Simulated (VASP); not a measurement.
## ScInC4N4: single point with PBE

Crystal: ScInC4N4.

```xyz
10
Lattice="6.3680 0.0000 0.0000 0.0000 6.3680 0.0000 0.0000 0.0000 6.3680" Properties=species:S:1:pos:R:3 pbc="T T T"
Sc    0.0000    0.0000    0.0000
In    3.1840    3.1840    3.1840
C     1.3026    1.3026    1.3026
C     1.3026    5.0653    5.0653
C     5.0653    1.3026    5.0653
C     5.0653    5.0653    1.3026
N     1.9850    1.9850    1.9850
N     1.9850    4.3830    4.3830
N     4.3830    1.9850    4.3830
N     4.3830    4.3830    1.9850
```

```
Program             : VASP 6.6.1
Task                : single point
Functional          : PBE
Potentials or basis : VASP PAW PBE potentials, release 64 (Sc_sv, In_d, C, N)
Cutoff              : 520 eV
k mesh              : 4 × 4 × 4
Occupations         : gaussian, width 0.1 eV
Spin                : collinear spin, ferromagnetic start
Starting moments    : [0.0, 0.0, 1.0, 1.0, 1.0, 1.0, 1.0, 1.0, 1.0, 1.0] μB
```

```yaml
Pressure: 0.7 GPa
Largest_force: 0.363 eV/Å
Band_gap_on_the_k_mesh: zero (filled and empty bands overlap)
Net_moment: 2.00 μB per cell
Site_moments: Sc +0.75; In +0.02; C +0.04; N +0.06 μB
Valence_electrons_inside_the_program's_atomic_spheres: Sc 9.53; In 11.45; C 2.54; N 3.91
```

Forces on the atoms (eV/Å):
```
Sc   0.000  0.000  0.000
In   0.000  0.000  0.000
C   -0.206 -0.206 -0.206
C   -0.206  0.206  0.206
C    0.206 -0.206  0.206
C    0.206  0.206 -0.206
N    0.209  0.209  0.209
N    0.209 -0.209 -0.209
N   -0.209  0.209 -0.209
N   -0.209 -0.209  0.209
```

Levels at points of the mesh, in eV from the Fermi level:
Spin up:
| k point | band 27 | band 28 | band 29 | band 30 | band 31 | band 32 | band 33 | band 34 | band 35 | band 36 |
| --- | --- | --- | --- | --- | --- | --- | --- | --- | --- | --- |
| (0.00, 0.00, 0.00) | -5.65 | -5.65 | -5.65 | -0.20 | -0.20 | -0.04 | -0.04 | -0.04 | 1.18 | 2.41 |
| (0.50, 0.00, 0.00) | -6.04 | -5.64 | -5.64 | -0.30 | -0.10 | 0.22 | 0.36 | 0.36 | 1.28 | 1.69 |
| (0.50, 0.50, 0.00) | -6.01 | -5.65 | -5.65 | -0.36 | -0.01 | 0.48 | 0.48 | 0.50 | 1.18 | 1.54 |
| (0.50, 0.50, 0.50) | -5.74 | -5.74 | -5.74 | -0.13 | -0.13 | 0.27 | 0.27 | 0.27 | 1.12 | 2.35 |
Spin down:
```
           k point  band 27  band 28  band 29  band 30  band 31  band 32
(0.00, 0.00, 0.00)    -5.46    -5.46    -5.46     0.23     0.23     0.23
(0.50, 0.00, 0.00)    -5.86    -5.46    -5.46     0.31     0.50     0.60
(0.50, 0.50, 0.00)    -5.86    -5.47    -5.47     0.23     0.72     0.81
(0.50, 0.50, 0.50)    -5.55    -5.55    -5.55     0.55     0.55     0.58
```

Wall time 3.8 min on 1 thread of Intel(R) Xeon(R) Platinum 8488C (Sapphire Rapids) (shared host), peak memory 0.5 GiB.

Caveat: spin-orbit coupling is left out, which moves the levels of the heavy elements.
